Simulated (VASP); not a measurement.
Runs of VASP 6.6.1 on BN. The structure is that of space group P6_3/mmc (No. 194), or close to it. The cells are those of the table. 

| cell | k mesh | smearing | gap on the mesh (eV) | pressure (GPa) |
| --- | --- | --- | --- | --- |
| a = 2.489, b = 2.489, c = 6.494 Å, angles 90.0, 90.0, 120.0°, 4 atoms | 10 × 10 × 4 | gaussian 0.01 eV | 4.01 | 0.3 |
| a = 2.489, b = 2.489, c = 6.494 Å, angles 90.0, 90.0, 120.0°, 4 atoms | 14 × 14 × 6 | fermi-dirac 0.1 eV | 4.05 | 0.3 |
| a = 2.473, b = 2.473, c = 5.595 Å, angles 90.0, 90.0, 120.0°, 4 atoms | 10 × 10 × 4 | gaussian 0.01 eV | 3.88 | (b) |
| a = 2.485, b = 2.485, c = 6.172 Å, angles 90.0, 90.0, 120.0°, 4 atoms | 10 × 10 × 4 | gaussian 0.01 eV | 3.94 | 2.3 |
| a = 2.466, b = 2.466, c = 5.387 Å, angles 90.0, 90.0, 120.0°, 4 atoms | 10 × 10 × 4 | gaussian 0.01 eV | 3.77 | 15.4 |
| a = 2.477, b = 2.477, c = 5.756 Å, angles 90.0, 90.0, 120.0°, 4 atoms | 10 × 10 × 4 | gaussian 0.01 eV | (a) | 7.3 |

Alike in all rows: task single point; level LDA; potentials or basis VASP PAW LDA potentials, release 64 (B, N); no spin polarisation; cutoff (eV) 600.

**Question.** Fill in the values left out.

**Answer.** (a) 3.96; (b) 10.3.

A k mesh can miss the band edges.
